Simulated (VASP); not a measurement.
Runs of VASP 6.6.1 on Cu. The structure is that of space group Fm-3m (No. 225), or close to it. The cells are those of the table. 

| task | potentials or basis | cell | cutoff (eV) | second run | k mesh for the DOS | occupations for the DOS | gap on the mesh (eV) | pressure (GPa) | relaxed volume (Å³/atom) |
| --- | --- | --- | --- | --- | --- | --- | --- | --- | --- |
| relaxation of cell and atoms | VASP PAW LDA potentials, release 64 (Cu) | relaxed from a = 2.556 Å, angles 60.0°, 1 atom | 600 | - | - | - | none | -0.1 | (a) |
| relaxation of cell and atoms | VASP PAW LDA potentials, release 64 (Cu_sv_GW) | relaxed from a = 2.556 Å, angles 60.0°, 1 atom | 700 | valence_matched | - | - | none | -0.1 | 10.71 |
| single point | VASP PAW LDA potentials, release 64 (Cu) | a = 2.144 Å, angles 60.0°, 1 atom | 520 | - | - | - | none | (b) | - |
| single point | VASP PAW LDA potentials, release 64 (Cu) | a = 2.437 Å, angles 60.0°, 1 atom | 520 | - | - | - | none | 14.5 | - |
| single point | VASP PAW LDA potentials, release 64 (Cu) | a = 2.488 Å, angles 60.0°, 1 atom | 520 | - | - | - | none | 0.9 | - |
| single point | VASP PAW LDA potentials, release 64 (Cu) | a = 2.039 Å, angles 60.0°, 1 atom | 520 | - | - | - | none | 492.9 | - |

Alike in all rows: level LDA; no spin polarisation; k mesh 18 × 18 × 18; smearing fermi-dirac 0.05 eV.

Problem. Estimate the missing entries.

Solution. (a) 10.95; (b) 254.5.

A gap of «none» marks levels without a gap at the run's occupations.

The runs don't all hold the same shells in valence.
